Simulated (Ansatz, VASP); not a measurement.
AlN: VASP beside Ansatz

File INCAR:

```
PREC     = Accurate       # precision mode
ENCUT    = 520            # plane-wave cutoff, eV
EDIFF    = 1E-6           # SCF threshold, eV
ISMEAR   = 0              # smearing method
SIGMA    = 0.05           # smearing width, eV
LREAL    = False          # projectors in reciprocal space
LASPH    = True           # aspherical terms in the spheres
NELM     = 100            # most SCF steps
ALGO     = Normal         # electronic algorithm
ISIF     = 2              # what is computed and relaxed
LWAVE    = False          # write WAVECAR
LCHARG   = False          # write CHGCAR
GGA      = PE             # functional
NBANDS   = 16             # bands
```

The input KPOINTS:

```
Automatic mesh
0
Gamma
  9 9 6
```

Contents of POSCAR:

```
AlN
1.0
    3.1110021516      0.0000000000      0.0000000000
   -1.5555010758      2.6942068945      0.0000000000
    0.0000000000      0.0000000000      4.9780000000
Al N
2 2
Direct
    0.3333333333      0.6666666667      0.0000000000
    0.6666666667      0.3333333333      0.5000000000
    0.3863791903      0.6931895951      0.3758495897
    0.7197125236      0.3598562618      0.8758495897
```

Input for Ansatz:

```yaml
crystal:
  lattice:
    - [3.1110021516, 0.0, 0.0]
    - [-1.5555010758, 2.6942068945, 0.0]
    - [0.0, 0.0, 4.978]
  atoms:
    - { symbol: Al, position: [0.3333333333, 0.6666666667, 0.0] }
    - { symbol: Al, position: [0.6666666667, 0.3333333333, 0.5] }
    - { symbol: "N", position: [0.3863791903, 0.6931895951, 0.3758495897] }
    - { symbol: "N", position: [0.7197125236, 0.3598562618, 0.8758495897] }
basis:
  ecutwfc: 420
kpoints:
  mp_grid: { grid: [9, 9, 6] }
hamiltonian:
  xc: pbe
scf:
  occupations: { method: gaussian, width: 0.05 }
output:
  forces: true
  stress: true
  eigenvalues: true
```

Change from the starting cell: all N atoms moved -0.150 Å, as atom 3 towards its neighbour atom 2 (Al) at 1.885 Å.

Alike in both runs: task single point; functional PBE; k mesh 9 × 9 × 6; occupations gaussian, width 0.05 eV; no spin polarisation.

|  | VASP | Ansatz |
| --- | --- | --- |
| version | VASP 6.6.1 | Ansatz 0.2.0 |
| potentials or method | VASP PAW PBE potentials, release 64 (Al, N), cutoff 520 eV | scalar-relativistic, plane waves, PAW |
| valence electrons in the cell | 16 | 16 |

VASP gave:

```
gap on the k mesh at the Fermi level (eV)                     : 4.04
least direct gap on the mesh (eV)                             : 4.04
pressure (GPa)                                                : 6.5
traceless stress, the component that is largest in VASP (GPa) : 5.57
rms of the force components (eV/Å)                            : 1.243
```

Question: Which values does Ansatz return?

Answer: gap on the k mesh at the Fermi level (eV): 4.03; least direct gap on the mesh (eV): 4.03; pressure (GPa): 6.7; traceless stress, the component that is largest in VASP (GPa): 5.54; rms of the force components (eV/Å): 1.238.

Atom by atom the forces differ by 0.005 eV/Å (rms over components).
